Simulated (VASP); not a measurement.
HoHgF4:

```
CELL_PARAMETERS angstrom
0.00000 3.62871 3.62871
3.62871 0.00000 3.62871
3.62871 3.62871 0.00000
ATOMIC_POSITIONS crystal
Ho 0.25000 0.25000 0.25000
Hg 0.50000 0.50000 0.50000
F 0.87519 0.87519 0.37442
F 0.37442 0.87519 0.87519
F 0.87519 0.37442 0.87519
F 0.87519 0.87519 0.87519
```

The cell was generated, and may not be a known phase.

```yaml
Program: VASP 6.6.1
Task: relaxation of cell and atoms
Functional: PBE
Potentials_or_basis: VASP PAW PBE potentials, release 64 (Ho_3, Hg, F), 4f in core
Cutoff: 600 eV
k_mesh: 4 × 4 × 4
Occupations: gaussian, width 0.1 eV
Spin: no spin polarisation
```

At the start: pressure -10.0 GPa; volume 15.93 Å³/atom.

Question: Where does the relaxation end?

Answer: Over 3 steps the energy falls by 98.6 meV/atom and the volume is 13.33 Å³/atom (-16.3 %); space group F-43m (No. 216, to 0.1 Å) before and after.

The path:
```tsv
step	energy change (eV)	largest force (eV/Å)	pressure (GPa)	volume (Å³)
1	0.0000	0.1964	-10.00	95.56
2	-0.5697	0.0177	-2.61	82.46
3	-0.5919	0.0334	-0.17	79.95
```

Final structure:
```yaml
crystal:
  lattice:
    - [0.00000, 3.41929, 3.41929]
    - [3.41929, 0.00000, 3.41929]
    - [3.41929, 3.41929, 0.00000]
  atoms:
    - { symbol: Ho, position: [0.25000, 0.25000, 0.25000] }
    - { symbol: Hg, position: [0.50000, 0.50000, 0.50000] }
    - { symbol: F, position: [0.87611, 0.87611, 0.37167] }
    - { symbol: F, position: [0.37167, 0.87611, 0.87611] }
    - { symbol: F, position: [0.87611, 0.37167, 0.87611] }
    - { symbol: F, position: [0.87611, 0.87611, 0.87611] }
```

Caveat: the k points lie up to 0.40 Å⁻¹ apart in the final cell, too coarse for converged energies and pressures of a metal; the volume moved by over 15 % at a fixed basis, so the end points are rough; an odd number of electrons without spin polarisation forces a metal; a magnetic or distorted state may lie lower; the run has no spin polarisation, though such a crystal can be magnetic.
